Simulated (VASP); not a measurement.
# SrTiO3 (a) (P4/mmm) in VASP: further runs

The runs below take SrTiO3 (a) through single point, with PBE.

Everything below comes from runs of VASP 6.6.1. Logs are shortened: lines on timing, memory, paths and dates and some standing lists are left out, and cuts for length are marked.

## Step 1: The cell of the first run

Symmetry: P4/mmm, No. 123, tetragonal system. The conventional cell has a = 4.024 Å, b = 4.024 Å, c = 3.833 Å, α = 90.00°, β = 90.00°, γ = 90.00°. Within 3.7 Å of Sr (site symmetry 4/mmm) lie 12 O at 2.78 to 2.85 Å and 8 Ti at 3.43 Å. Ti (site symmetry 4/mmm) has 6 O at 1.92 to 2.01 Å within 2.5 Å. O (site symmetry 4/mmm) has 2 Ti at 1.92 Å within 2.5 Å. O (site symmetry mmm) has 2 Ti at 2.01 Å within 2.7 Å.

## Step 2: Single point, PBE

INCAR

```
ALGO = Normal
EDIFF = 1E-6
ENCUT = 600
GGA = PE
GGA_COMPAT = False
ISIF = 2
ISMEAR = 0
LASPH = True
LCHARG = True
LELF = True
LREAL = False
LVHAR = True
LWAVE = False
NBANDS = 28
NELM = 120
PREC = Accurate
SIGMA = 0.1
```

KPOINTS

```
k-points
0
Gamma
  4 4 6
```

POSCAR

```
SrTiO3
1.0
    4.0243719452      0.0000000000      0.0000000000
    0.0000000000      4.0243719452      0.0000000000
    0.0000000000      0.0000000000      3.8334168177
Sr Ti O
1 1 3
Direct
    0.0000000000      0.0000000000      0.0000000000
    0.5000000000      0.5000000000      0.5000000000
    0.5000000000      0.5000000000      0.0000000000
    0.5000000000      0.0000000000      0.5000000000
    0.0000000000      0.5000000000      0.5000000000
```

Potentials or basis: VASP PAW PBE potentials, release 64 (Sr_sv, Ti_sv, O).

The run is started by

```sh
$ cat potpaw_PBE.64/Sr_sv/POTCAR potpaw_PBE.64/Ti_sv/POTCAR potpaw_PBE.64/O/POTCAR > POTCAR
$ mpirun -np 1 vasp_std > vasp.out
```

OUTCAR:

```text
EDIFF = 1E-6
   ENCUT = 600
   GGA = PE
   ISIF = 2
   ISMEAR = 0
   LASPH = True
   LREAL = False
   NELM = 120
   PREC = Accurate

 ion  position               nearest neighbor table
   1  0.000  0.000  0.000-   4 2.78   5 2.78   4 2.78   5 2.78   5 2.78   5 2.78   4 2.78   4 2.78
                             3 2.85   3 2.85   3 2.85   3 2.85   2 3.43   2 3.43   2 3.43   2 3.43
   2  0.500  0.500  0.500-   3 1.92   3 1.92   5 2.01   4 2.01   4 2.01   5 2.01   1 3.43   1 3.43
                             1 3.43   1 3.43   1 3.43   1 3.43   1 3.43   1 3.43
   3  0.500  0.500  0.000-   2 1.92   2 1.92   1 2.85   1 2.85   1 2.85   1 2.85
   4  0.500  0.000  0.500-   2 2.01   2 2.01   1 2.78   1 2.78   1 2.78   1 2.78
   5  0.000  0.500  0.500-   2 2.01   2 2.01   1 2.78   1 2.78   1 2.78   1 2.78

  LATTYP: Found a simple tetragonal cell.
 ALAT       =     4.0243719452
 C/A-ratio  =     0.9525503283

  Lattice vectors:

 A1 = (   4.0243719452,   0.0000000000,   0.0000000000)
 A2 = (   0.0000000000,   4.0243719452,   0.0000000000)
 A3 = (   0.0000000000,   0.0000000000,   3.8334168177)

Analysis of symmetry for initial positions (statically):
=====================================================================
 Subroutine PRICEL returns:
 Original cell was already a primitive cell.

 Routine SETGRP: Setting up the symmetry group for a
 simple tetragonal supercell.

 Subroutine GETGRP returns: Found 16 space group operations
 (whereof 16 operations were pure point group operations)
 out of a pool of 16 trial point group operations.

The static configuration has the point symmetry D_4h.

Analysis of symmetry for dynamics (positions and initial velocities):
=====================================================================
 Subroutine PRICEL returns:
 Original cell was already a primitive cell.

 Routine SETGRP: Setting up the symmetry group for a
 simple tetragonal supercell.

 Subroutine GETGRP returns: Found 16 space group operations
 (whereof 16 operations were pure point group operations)
 out of a pool of 16 trial point group operations.

The dynamic configuration has the point symmetry D_4h.

 Subroutine INISYM returns: Found 16 space group operations
 (whereof 16 operations are pure point group operations),
 and found     1 'primitive' translations

----------------------------------------------------------------------------------------

                                     Primitive cell

  volume of cell :      62.0844

  direct lattice vectors                    reciprocal lattice vectors
     4.024371945  0.000000000  0.000000000     0.248485978  0.000000000  0.000000000
     0.000000000  4.024371945  0.000000000     0.000000000  0.248485978  0.000000000
     0.000000000  0.000000000  3.833416818     0.000000000  0.000000000  0.260863884

  length of vectors
     4.024371945  4.024371945  3.833416818     0.248485978  0.248485978  0.260863884

  position of ions in fractional coordinates (direct lattice)
     0.000000000  0.000000000  0.000000000
     0.500000000  0.500000000  0.500000000
     0.500000000  0.500000000  0.000000000
     0.500000000  0.000000000  0.500000000
     0.000000000  0.500000000  0.500000000

  ion indices of the primitive-cell ions
   primitive index   ion index
                 1           1
                 2           2
                 3           3
                 4           4
                 5           5

----------------------------------------------------------------------------------------

 KPOINTS: k-points

Automatic generation of k-mesh.
 Grid dimensions read from file:
 generate k-points for:    4    4    6

 Generating k-lattice:

  Cartesian coordinates                     Fractional coordinates (reciprocal lattice)
     0.062121495  0.000000000  0.000000000     0.250000000  0.000000000  0.000000000
     0.000000000  0.062121495  0.000000000     0.000000000  0.250000000  0.000000000
     0.000000000  0.000000000  0.043477314     0.000000000  0.000000000  0.166666667

  Length of vectors
     0.062121495  0.062121495  0.043477314

  Shift w.r.t. Gamma in fractional coordinates (k-lattice)
     0.000000000  0.000000000  0.000000000

 Subroutine IBZKPT returns following result:
 ===========================================

 Found     24 irreducible k-points:

 Following reciprocal coordinates:
            Coordinates               Weight
  0.000000  0.000000  0.000000      1.000000
  0.250000  0.000000  0.000000      4.000000
  0.500000  0.000000  0.000000      2.000000
  0.250000  0.250000  0.000000      4.000000
  0.500000  0.250000  0.000000      4.000000
  0.500000  0.500000  0.000000      1.000000
[... 16 lines left out ...]
  0.500000  0.250000  0.500000      4.000000
  0.500000  0.500000  0.500000      1.000000
   k-points           NKPTS =     24   k-points in BZ     NKDIM =     24   number of bands    NBANDS=     28
   number of dos      NEDOS =    301   number of ions     NIONS =      5
   total plane-waves  NPLWV =  32768
   dimension x,y,z NGX =    32 NGY =   32 NGZ =   32
   dimension x,y,z NGXF=    64 NGYF=   64 NGZF=   64
   ions per type =               1   1   3
   NGX,Y,Z   is equivalent  to a cutoff of  13.22, 13.22, 13.88 a.u.
   NGXF,Y,Z  is equivalent  to a cutoff of  26.44, 26.44, 27.76 a.u.
 SYSTEM =  unknown system
   PREC   = accura    normal or accurate (medium, high low for compatibility)
   ISTART =      0    job   : 0-new  1-cont  2-samecut
   ICHARG =      2    charge: 1-file 2-atom 10-const
   ISPIN  =      1    spin polarized calculation?
   LNONCOLLINEAR =      F non collinear calculations
   LSORBIT =      F    spin-orbit coupling
   LASPH  =      T    aspherical Exc in radial PAW
   ENCUT  =  600.0 eV  44.10 Ry    6.64 a.u.   8.04  8.04  7.66*2*pi/ulx,y,z
   NELM   =    120;   NELMIN=  2; NELMDL= -5     # of ELM steps
   EDIFF  = 0.1E-05   stopping-criterion for ELM
   LREAL  =      F    real-space projection
   EDIFFG = 0.1E-04   stopping-criterion for IOM
   NSW    =      0    number of steps for IOM
   IBRION =     -1    ionic relax: 0-MD 1-quasi-New 2-CG
   NFREE  =      0    steps in history (QN), initial steepest desc. (CG)
   ISIF   =      2    stress and relaxation
   ISYM   =      2    0-nonsym 1-usesym 2-fastsym
   POTIM  = 0.5000    time-step for ionic-motion
   TEBEG  =    0.0;   TEEND  =   0.0 temperature during run
   PSTRESS=    0.0 pullay stress
   NELECT =      40.0000    total number of electrons
   NUPDOWN=      -1.0000    fix difference up-down
   EMIN   =  10.00;   EMAX   =-10.00  energy-range for DOS
   EFERMI =   0.00;   METHOD = LEGACY
   ISMEAR =     0;   SIGMA  =   0.10  broadening in eV -4-tet -1-fermi 0-gaus
   EFERMI_NEDOS =   21; number of points for ismear=-14 and -15
   IALGO  =     38    algorithm
   IMIX   =      4    mixing-type and parameters
     AMIX     =   0.40;   BMIX     =  1.00
     AMIX_MAG =   1.60;   BMIX_MAG =  1.00
  volume/ion in A,a.u.               =      12.42        83.79
  Fermi-wavevector in a.u.,A,eV,Ry     =   1.413950  2.671978 27.201513  1.999255
  Thomas-Fermi vector in A             =   2.535543
   LORBIT       =      0    0 simple, 1 ext, 2 COOP (PROOUT), +10 PAW based schemes
   GGA     = PE    functional components
   LHFCALC =     F    Hartree Fock is set to
   AEXX    =    0.0000 exact exchange contribution
   IVDW    =     0    specifies the selected vdW correction
   LEPSILON=     F    determine dielectric tensor
   LRPA    =     F    only Hartree local field effects (RPA)
 non-spin polarized calculation
 Gauss-broadening in eV      SIGMA  =   0.10
  energy-cutoff  :      600.00
  volume of cell :       62.08
 maximum number of plane-waves:      2104
   NGX = 17   NGY = 17   NGZ = 15

 number of electron      40.0000006 magnetization

 Free energy of the ion-electron system (eV)
  ---------------------------------------------------
  ext. energy  EPLUGINS =         0.00000000
  ---------------------------------------------------
  free energy    TOTEN  =       -40.02959270 eV

  energy without entropy =      -40.02959270  energy(sigma->0) =      -40.02959270

 E-fermi :   4.2763     XC(G=0): -11.0507

 val. band max:        3.8475591710   @ k =   0.5000   0.5000   0.5000
 cond. band min:       5.5477497783   @ k =   0.0000   0.0000   0.0000
 fundamental gap:      1.7001906073
 Fermi energy:         4.2762528459

 k-point     1 :       0.0000    0.0000    0.0000
  band No.  band energies     occupation
      1     -52.8104      2.00000
      2     -29.0899      2.00000
      3     -29.0555      2.00000
      4     -29.0235      2.00000
      5     -29.0235      2.00000
      6     -13.5010      2.00000
[... 20 lines left out ...]
     27       9.4103      0.00000
     28       9.7321      0.00000

 k-point     2 :       0.2500    0.0000    0.0000
  band No.  band energies     occupation
      1     -52.8100      2.00000
      2     -29.1337      2.00000
      3     -29.0546      2.00000
      4     -29.0226      2.00000
      5     -28.9951      2.00000
      6     -13.5892      2.00000
[... 20 lines left out ...]
     27      10.1833      0.00000
     28      11.0308      0.00000

 k-point     3 :       0.5000    0.0000    0.0000
  band No.  band energies     occupation
      1     -52.8095      2.00000
      2     -29.1666      2.00000
      3     -29.0537      2.00000
      4     -29.0216      2.00000
      5     -28.9773      2.00000
      6     -13.7193      2.00000
[... 20 lines left out ...]
     27      11.0314      0.00000
     28      11.7939      0.00000

 k-point     4 :       0.2500    0.2500    0.0000
  band No.  band energies     occupation
      1     -52.8095      2.00000
      2     -29.1289      2.00000
      3     -29.0537      2.00000
      4     -29.0464      2.00000
      5     -28.9916      2.00000
      6     -13.4958      2.00000
[... 578 lines left out ...]
     27      12.0207      0.00000
     28      12.0343      0.00000

 k-point    23 :       0.5000    0.2500    0.5000
  band No.  band energies     occupation
      1     -52.8071      2.00000
      2     -29.1399      2.00000
      3     -29.0663      2.00000
      4     -29.0450      2.00000
      5     -29.0417      2.00000
      6     -12.5096      2.00000
[... 20 lines left out ...]
     27      11.7270      0.00000
     28      12.0042      0.00000

 k-point    24 :       0.5000    0.5000    0.5000
  band No.  band energies     occupation
      1     -52.8066      2.00000
      2     -29.1387      2.00000
      3     -29.0651      2.00000
      4     -29.0651      2.00000
      5     -29.0388      2.00000
      6     -12.2931      2.00000
[... 20 lines left out ...]
     27      11.3444      0.00000
     28      12.1315      0.00000

------------------------ aborting loop because EDIFF is reached ----------------------------------------

  FORCE on cell =-STRESS in cart. coord.  units (eV):
  Direction    XX          YY          ZZ          XY          YZ          ZX
  --------------------------------------------------------------------------------------
  -------------------------------------------------------------------------------------
  Total       -2.0917092     -2.0917092      2.0232420      0.0000000      0.0000000      0.0000000
  in kB      -53.9795958    -53.9795958     52.2126993      0.0000000      0.0000000      0.0000000
  external PRESSURE =     -18.5821641 kB  Pullay stress =       0.0000000 kB

 VOLUME and BASIS-vectors are now :
 -----------------------------------------------------------------------------
  energy-cutoff  :      600.00
  volume of cell :       62.08
      direct lattice vectors                 reciprocal lattice vectors
     4.024371945  0.000000000  0.000000000     0.248485978  0.000000000  0.000000000
     0.000000000  4.024371945  0.000000000     0.000000000  0.248485978  0.000000000
     0.000000000  0.000000000  3.833416818     0.000000000  0.000000000  0.260863884

 POSITION                                       TOTAL-FORCE (eV/Angst)
 -----------------------------------------------------------------------------------
      0.00000      0.00000      0.00000         0.000000      0.000000      0.000000
      2.01219      2.01219      1.91671         0.000000      0.000000      0.000000
      2.01219      2.01219      0.00000         0.000000      0.000000      0.000000
      2.01219      0.00000      1.91671         0.000000      0.000000      0.000000
      0.00000      2.01219      1.91671         0.000000      0.000000      0.000000
 -----------------------------------------------------------------------------------
    total drift:                                0.000000     -0.000000     -0.000000

  FREE ENERGIE OF THE ION-ELECTRON SYSTEM (eV)
  ---------------------------------------------------
  free  energy   TOTEN  =       -40.0295927034 eV

  energy  without entropy=      -40.0295927034  energy(sigma->0) =      -40.02959270
```

Run time: 61 s. Hardware: 1 thread of AMD EPYC 7R13, shared host; peak memory 0.18 GiB.

What came out:

- Free energy: -40.0296 eV
- Pressure: -1.9 GPa
- Band gap on the k mesh: 1.70 eV, indirect (least direct gap 2.07 eV)

A k mesh can miss the band edges. As with any semilocal functional, this PBE gap is likely too small.

## Step 3: Single point, PBE

INCAR

```
SYSTEM = SrTiO3
PREC = Accurate ; ENCUT = 600
EDIFF = 1E-6 ; ISMEAR = 0
SIGMA = 0.02 ; LREAL = .False.
LASPH = .True. ; NELM = 120
ALGO = Normal ; ISIF = 2
LWAVE = .False. ; LCHARG = .False.
GGA = PE ; NBANDS = 28
GGA_COMPAT = .False.
```

KPOINTS

```
regular mesh
0
Gamma
  8 8 8
  0 0 0
```

POSCAR is that of step 2.

Potentials or basis: VASP PAW PBE potentials, release 64 (Sr_sv, Ti_sv, O).

The run is started by

```sh
$ cat potpaw_PBE.64/Sr_sv/POTCAR potpaw_PBE.64/Ti_sv/POTCAR potpaw_PBE.64/O/POTCAR > POTCAR
$ mpirun -np 1 vasp_std > vasp.out
```

Wall time 3.4 min (1 thread of AMD EPYC 7R13, shared host); peak memory 0.26 GiB.

The run converged. Its results:

```
Free energy            : -40.0400 eV
Pressure               : -1.9 GPa
Band gap on the k mesh : 1.71 eV, indirect (least direct gap 2.08 eV)
```

Stress tensor (GPa, compression positive):
```
-5.46  0.00  0.00
 0.00 -5.46  0.00
 0.00  0.00  5.24
```

Levels at points of the mesh, in eV from the valence-band top:
```
           k point  band 16  band 17  band 18  band 19  band 20  band 21  band 22  band 23  band 24  band 25
(0.00, 0.00, 0.00)    -1.17    -1.00    -0.40    -0.40    -0.37     1.71     1.79     1.79     3.82     4.15
(0.50, 0.00, 0.00)    -2.15    -2.05    -1.88    -0.74    -0.72     1.93     3.41     3.43     4.07     6.05
(0.50, 0.50, 0.00)    -2.49    -1.74    -1.73    -1.73    -0.20     3.43     3.43     3.82     5.25     7.50
(0.00, 0.00, 0.50)    -2.61    -2.33    -1.89    -0.79    -0.79     1.90     3.83     3.86     3.86     6.24
(0.50, 0.00, 0.50)    -2.68    -1.76    -1.46    -1.46    -0.10     3.42     3.86     4.13     4.75     7.66
(0.50, 0.50, 0.50)    -3.79    -3.38    -0.08     0.00     0.00     4.03     4.31     4.31     6.62     6.81
```

A k mesh can miss the band edges. PBE gaps usually lie below the measured ones, often by a third to a half.
